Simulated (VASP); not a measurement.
# Ni (Fm-3m) in VASP: notebook

The runs below take Ni through single point, with PBE.

Program: VASP 6.6.1. These are calculated values, not measurements. Logs are shortened: lines on timing, memory, paths and dates and some standing lists are left out, and cuts for length are marked.

### 1 The cell of the first run

Symmetry: Fm-3m, No. 225, cubic system. The conventional cell has a = 3.517 Å, b = 3.517 Å, c = 3.517 Å, α = 90.00°, β = 90.00°, γ = 90.00°. Within 3.3 Å of Ni (site symmetry m-3m) lie 12 Ni at 2.49 Å.

### 2 Single point, PBE, collinear spin, ferromagnetic start

Contents of INCAR:

```
PREC = Accurate
ENCUT = 520
EDIFF = 1E-6
ISMEAR = -1
SIGMA = 0.1
LREAL = False
LASPH = True
NELM = 150
ALGO = Normal
ISIF = 2
LWAVE = False
LCHARG = False
ISPIN = 2
MAGMOM = 2 2
LORBIT = 11
LMAXMIX = 4
GGA = PE
NBANDS = 21
ISYM = 0
```

Contents of KPOINTS:

```
regular mesh
0
Gamma
  7 11 9
```

Contents of POSCAR:

```
Ni
1.0
   -1.7585000000     -3.5170000000     -1.7585000000
   -1.7585000000      0.0000000000     -1.7585000000
    1.7585000000      0.0000000000     -1.7585000000
Ni
2
Direct
    0.0000000000      0.0000000000      0.0000000000
    0.5000000000      0.0000000000      0.5000000000
```

Potentials or basis: VASP PAW PBE potentials, release 64 (Ni).

Run with:

```sh
> cat potpaw_PBE.64/Ni/POTCAR > POTCAR
> mpirun -np 1 vasp_std > vasp.out
```

OUTCAR:

```text
PREC = Accurate
   ENCUT = 520
   EDIFF = 1E-6
   ISMEAR = -1
   LREAL = False
   LASPH = True
   NELM = 150
   ISIF = 2
   ISPIN = 2
   LORBIT = 11
   GGA = PE
   ISYM = 0

 ion  position               nearest neighbor table
   1  0.000  0.000  0.000-   2 2.49   2 2.49   2 2.49   2 2.49   2 2.49   2 2.49   2 2.49   2 2.49

   2  0.500  0.000  0.500-   1 2.49   1 2.49   1 2.49   1 2.49   1 2.49   1 2.49   1 2.49   1 2.49

IMPORTANT INFORMATION: All symmetrisations will be switched off!
NOSYMM: (Re-)initialisation of all symmetry stuff for point group C_1.

----------------------------------------------------------------------------------------

                                     Primitive cell

  volume of cell :      21.7514

  direct lattice vectors                    reciprocal lattice vectors
    -1.758500000 -3.517000000 -1.758500000     0.000000000 -0.284333239  0.000000000
    -1.758500000  0.000000000 -1.758500000    -0.284333239  0.284333239 -0.284333239
     1.758500000  0.000000000 -1.758500000     0.284333239  0.000000000 -0.284333239

  length of vectors
     4.307427713  2.486894549  2.486894549     0.284333239  0.492479615  0.402107922

  position of ions in fractional coordinates (direct lattice)
     0.000000000  0.000000000  0.000000000
     0.500000000  0.000000000  0.500000000

  ion indices of the primitive-cell ions
   primitive index   ion index
                 1           1
                 2           2

----------------------------------------------------------------------------------------

 KPOINTS: regular mesh

Automatic generation of k-mesh.
 Grid dimensions read from file:
 generate k-points for:    7   11    9

 Generating k-lattice:

  Cartesian coordinates                     Fractional coordinates (reciprocal lattice)
     0.000000000 -0.040619034  0.000000000     0.142857143  0.000000000  0.000000000
    -0.025848476  0.025848476 -0.025848476     0.000000000  0.090909091  0.000000000
     0.031592582  0.000000000 -0.031592582     0.000000000  0.000000000  0.111111111

  Length of vectors
     0.040619034  0.044770874  0.044678658

  Shift w.r.t. Gamma in fractional coordinates (k-lattice)
     0.000000000  0.000000000  0.000000000

 -----------------------------------------------------------------------------
|                                                                             |
|           W    W    AA    RRRRR   N    N  II  N    N   GGGG   !!!           |
|           W    W   A  A   R    R  NN   N  II  NN   N  G    G  !!!           |
|           W    W  A    A  R    R  N N  N  II  N N  N  G       !!!           |
|           W WW W  AAAAAA  RRRRR   N  N N  II  N  N N  G  GGG   !            |
|           WW  WW  A    A  R   R   N   NN  II  N   NN  G    G                |
|           W    W  A    A  R    R  N    N  II  N    N   GGGG   !!!           |
|                                                                             |
|     Your reciprocal lattice and k-lattice belong to different lattice       |
|     classes:                                                                |
|                                                                             |
|        The reciprocal lattice is simple tetragonal,                         |
|        whereas your k-lattice is simple monoclinic.                         |
|                                                                             |
|     Results are often still useful ...                                      |
|                                                                             |
 -----------------------------------------------------------------------------

 WARNING: IBZKPT: internal override: KBLOWUP is changed to .FALSE.
      ... skipping the blow-up phase ...

 Subroutine IBZKPT returns following result:
 ===========================================

 Found    347 irreducible k-points:

 Following reciprocal coordinates:
            Coordinates               Weight
  0.000000  0.000000  0.000000      1.000000
  0.142857  0.000000  0.000000      2.000000
  0.285714  0.000000  0.000000      2.000000
  0.428571  0.000000  0.000000      2.000000
  0.000000  0.090909  0.000000      2.000000
  0.142857  0.090909  0.000000      2.000000
[... 16 lines left out ...]
 -0.428571  0.272727  0.000000      2.000000
 -0.285714  0.272727  0.000000      2.000000
 [... further k-points ...]
   k-points           NKPTS =    347   k-points in BZ     NKDIM =    347   number of bands    NBANDS=     21
   number of dos      NEDOS =    301   number of ions     NIONS =      2
   total plane-waves  NPLWV =  10368
   dimension x,y,z NGX =    32 NGY =   18 NGZ =   18
   dimension x,y,z NGXF=    64 NGYF=   36 NGZF=   36
   ions per type =               2
   NGX,Y,Z   is equivalent  to a cutoff of  12.35, 12.03, 12.03 a.u.
   NGXF,Y,Z  is equivalent  to a cutoff of  24.70, 24.07, 24.07 a.u.
 SYSTEM =  unknown system
   PREC   = accura    normal or accurate (medium, high low for compatibility)
   ISTART =      0    job   : 0-new  1-cont  2-samecut
   ICHARG =      2    charge: 1-file 2-atom 10-const
   ISPIN  =      2    spin polarized calculation?
   LNONCOLLINEAR =      F non collinear calculations
   LSORBIT =      F    spin-orbit coupling
   LASPH  =      T    aspherical Exc in radial PAW
   ENCUT  =  520.0 eV  38.22 Ry    6.18 a.u.   8.01  4.62  4.62*2*pi/ulx,y,z
   NELM   =    150;   NELMIN=  2; NELMDL= -5     # of ELM steps
   EDIFF  = 0.1E-05   stopping-criterion for ELM
   LREAL  =      F    real-space projection
   EDIFFG = 0.1E-04   stopping-criterion for IOM
   NSW    =      0    number of steps for IOM
   IBRION =     -1    ionic relax: 0-MD 1-quasi-New 2-CG
   NFREE  =      0    steps in history (QN), initial steepest desc. (CG)
   ISIF   =      2    stress and relaxation
   ISYM   =      0    0-nonsym 1-usesym 2-fastsym
   POTIM  = 0.5000    time-step for ionic-motion
   TEBEG  =    0.0;   TEEND  =   0.0 temperature during run
   PSTRESS=    0.0 pullay stress
   NELECT =      20.0000    total number of electrons
   NUPDOWN=      -1.0000    fix difference up-down
   EMIN   =  10.00;   EMAX   =-10.00  energy-range for DOS
   EFERMI =   0.00;   METHOD = LEGACY
   ISMEAR =    -1;   SIGMA  =   0.10  broadening in eV -4-tet -1-fermi 0-gaus
   EFERMI_NEDOS =   21; number of points for ismear=-14 and -15
   IALGO  =     38    algorithm
   IMIX   =      4    mixing-type and parameters
     AMIX     =   0.40;   BMIX     =  1.00
     AMIX_MAG =   1.60;   BMIX_MAG =  1.00
  volume/ion in A,a.u.               =      10.88        73.39
  Fermi-wavevector in a.u.,A,eV,Ry     =   1.591924  3.008301 34.480204  2.534224
  Thomas-Fermi vector in A             =   2.690389
   LORBIT       =     11    0 simple, 1 ext, 2 COOP (PROOUT), +10 PAW based schemes
   GGA     = PE    functional components
   LHFCALC =     F    Hartree Fock is set to
   AEXX    =    0.0000 exact exchange contribution
   IVDW    =     0    specifies the selected vdW correction
   LEPSILON=     F    determine dielectric tensor
   LRPA    =     F    only Hartree local field effects (RPA)
 spin polarized calculation
  energy-cutoff  :      520.00
  volume of cell :       21.75
 maximum number of plane-waves:       605
   NGX = 15   NGY =  9   NGZ =  9

 number of electron      20.0000023 magnetization       1.1901015

 Free energy of the ion-electron system (eV)
  ---------------------------------------------------
  ext. energy  EPLUGINS =         0.00000000
  ---------------------------------------------------
  free energy    TOTEN  =       -10.99911123 eV

  energy without entropy =      -10.89280543  energy(sigma->0) =      -10.94595833

 E-fermi :   9.3623     XC(G=0): -13.2577

 val. band max:        9.3603841531   @ k =   0.1429   0.3636   0.1111
 cond. band min:       9.3627218058   @ k =   0.4286  -0.0909   0.1111
 fundamental gap:      0.0023376527
 Fermi energy:         9.3622841655

 spin component 1

 k-point     1 :       0.0000    0.0000    0.0000
  band No.  band energies     occupation
      1       0.3699      1.00000
      2       4.7408      1.00000
      3       5.2128      1.00000
      4       6.9694      1.00000
      5       6.9704      1.00000
      6       6.9800      1.00000
[... 13 lines left out ...]
     20      36.9719      0.00000
     21      36.9732      0.00000

 k-point     2 :       0.1429    0.0000    0.0000
  band No.  band energies     occupation
      1       0.6355      1.00000
      2       4.7522      1.00000
      3       5.2937      1.00000
      4       6.8853      1.00000
      5       7.0435      1.00000
      6       7.0445      1.00000
[... 520 lines left out ...]
 k-point    24 :      -0.2857    0.2727    0.0000
  band No.  band energies     occupation
      1       3.9457      1.00000
      2       4.6251      1.00000
      3       6.5335      1.00000
      4       6.7016      1.00000
      5       6.9332      1.00000
      6       7.0579      1.00000
[... 13 lines left out ...]
     20      34.4610      0.00000
     21      39.2151      0.00000

 [... further k-points ...]

 spin component 2

 k-point     1 :       0.0000    0.0000    0.0000
  band No.  band energies     occupation
      1       0.3334      1.00000
      2       5.0705      1.00000
      3       5.7798      1.00000
      4       7.6752      1.00000
      5       7.6833      1.00000
      6       7.6866      1.00000
[... 13 lines left out ...]
     20      36.9538      0.00000
     21      36.9552      0.00000

 k-point     2 :       0.1429    0.0000    0.0000
  band No.  band energies     occupation
      1       0.5993      1.00000
      2       5.0580      1.00000
      3       5.8659      1.00000
      4       7.5727      1.00000
      5       7.7599      1.00000
      6       7.7631      1.00000
[... 520 lines left out ...]
 k-point    24 :      -0.2857    0.2727    0.0000
  band No.  band energies     occupation
      1       4.0461      1.00000
      2       4.8402      1.00000
      3       6.9772      1.00000
      4       7.1872      1.00000
      5       7.5111      1.00000
      6       7.6478      1.00000
[... 13 lines left out ...]
     20      34.5585      0.00000
     21      39.1939      0.00000

 [... further k-points ...]
[... 5 lines left out ...]
  --------------------------------------------------------------------------------------
  -------------------------------------------------------------------------------------
  Total        0.0303558      0.0742783      0.0303509     -0.0017181     -0.0017177      0.0159934
  in kB        2.2359645      5.4712382      2.2356049     -0.1265565     -0.1265241      1.1780483
  external PRESSURE =       3.3142692 kB  Pullay stress =       0.0000000 kB

 VOLUME and BASIS-vectors are now :
 -----------------------------------------------------------------------------
  energy-cutoff  :      520.00
  volume of cell :       21.75
      direct lattice vectors                 reciprocal lattice vectors
    -1.758500000 -3.517000000 -1.758500000     0.000000000 -0.284333239  0.000000000
    -1.758500000  0.000000000 -1.758500000    -0.284333239  0.284333239 -0.284333239
     1.758500000  0.000000000 -1.758500000     0.284333239  0.000000000 -0.284333239

 POSITION                                       TOTAL-FORCE (eV/Angst)
 -----------------------------------------------------------------------------------
      0.00000      0.00000      0.00000         0.000000     -0.000000      0.000000
      0.00000     -1.75850     -1.75850        -0.000000      0.000000     -0.000000
 -----------------------------------------------------------------------------------
    total drift:                                0.000000     -0.000000      0.000000

  FREE ENERGIE OF THE ION-ELECTRON SYSTEM (eV)
  ---------------------------------------------------
  free  energy   TOTEN  =       -10.9991112291 eV

  energy  without entropy=      -10.8928054300  energy(sigma->0) =      -10.94595833

 total charge

# of ion       s       p       d       tot
------------------------------------------
    1        0.497   0.498   8.315   9.311
    2        0.497   0.498   8.315   9.311
--------------------------------------------------
tot          0.995   0.996  16.631  18.621

 magnetization (x)

# of ion       s       p       d       tot
------------------------------------------
    1       -0.007  -0.025   0.639   0.607
    2       -0.007  -0.025   0.639   0.607
--------------------------------------------------
tot         -0.014  -0.050   1.277   1.214
```

Run time: 2.2 min. Hardware: 1 thread of Intel Xeon Platinum 8488C (Sapphire Rapids), shared host; peak memory 0.3 GiB.

What came out:

```
Free energy                                           : -10.9991 eV
Pressure                                              : 0.3 GPa
Net moment                                            : 1.19 μB per cell
Site moments                                          : Ni +0.61 μB
Valence electrons inside the program's atomic spheres : Ni 9.31
```

Stress tensor (GPa, compression positive):
```
 0.22 -0.01  0.12
-0.01  0.55 -0.01
 0.12 -0.01  0.22
```

Levels at points of the mesh, in eV from the Fermi level:
Spin up:
| k point | band 7 | band 8 | band 9 | band 10 | band 11 | band 12 | band 13 | band 14 | band 15 | band 16 |
| --- | --- | --- | --- | --- | --- | --- | --- | --- | --- | --- |
| (0.00, 0.00, 0.00) | -1.23 | -1.23 | -0.52 | -0.43 | -0.43 | 2.47 | 9.25 | 14.85 | 14.85 | 19.76 |
Spin down:
```csv
k point,band 6,band 7,band 8,band 9,band 10,band 11,band 12,band 13,band 14,band 15
"(0.00, 0.00, 0.00)",-1.68,-0.66,-0.65,0.08,0.39,0.39,2.43,9.48,14.86,14.86
```

### 3 Single point, PBE, collinear spin, antiferromagnetic start

Contents of INCAR:

```
SYSTEM = Ni
ALGO = Normal
EDIFF = 1E-6
ENCUT = 520
GGA = PE
ISIF = 2
ISMEAR = -1
ISPIN = 2
ISYM = 0
LASPH = .True.
LCHARG = .False.
LMAXMIX = 4
LORBIT = 11
LREAL = .False.
LWAVE = .False.
MAGMOM = 2 -2
NBANDS = 21
NELM = 150
PREC = Accurate
SIGMA = 0.1
```

Contents of KPOINTS:

```
k-points
0
Gamma
  7 11 9
  0 0 0
```

POSCAR is that of step 2.

Potentials or basis: VASP PAW PBE potentials, release 64 (Ni).

Run with:

```sh
> cat potpaw_PBE.64/Ni/POTCAR > POTCAR
> mpirun -np 1 vasp_std > vasp.out
```

Run time: 3.7 min. Hardware: 1 thread of Intel Xeon Platinum 8488C (Sapphire Rapids), shared host; peak memory 0.31 GiB.

It converged, with:

- Free energy: -10.9341 eV
- Pressure: -0.4 GPa
- Band gap on the k mesh: zero (filled and empty bands overlap)
- Net moment: 0.00 μB per cell
- Valence electrons inside the program's atomic spheres: Ni 9.31

Stress tensor (GPa, compression positive):
```
-0.42 -0.03  0.19
-0.03 -0.41 -0.03
 0.19 -0.03 -0.42
```

Levels at points of the mesh, in eV from the Fermi level:
Spin up:
```tsv
k point	band 6	band 7	band 8	band 9	band 10	band 11	band 12	band 13	band 14	band 15
(0.00, 0.00, 0.00)	-1.87	-0.77	-0.77	-0.05	0.15	0.15	2.60	9.52	15.01	15.01
```
Spin down:
| k point | band 7 | band 8 | band 9 | band 10 | band 11 | band 12 | band 13 | band 14 |
| --- | --- | --- | --- | --- | --- | --- | --- | --- |
| (0.00, 0.00, 0.00) | -0.77 | -0.77 | -0.05 | 0.15 | 0.15 | 2.60 | 9.52 | 15.01 |

Caveat: the moments typed at the start vanished in this run.
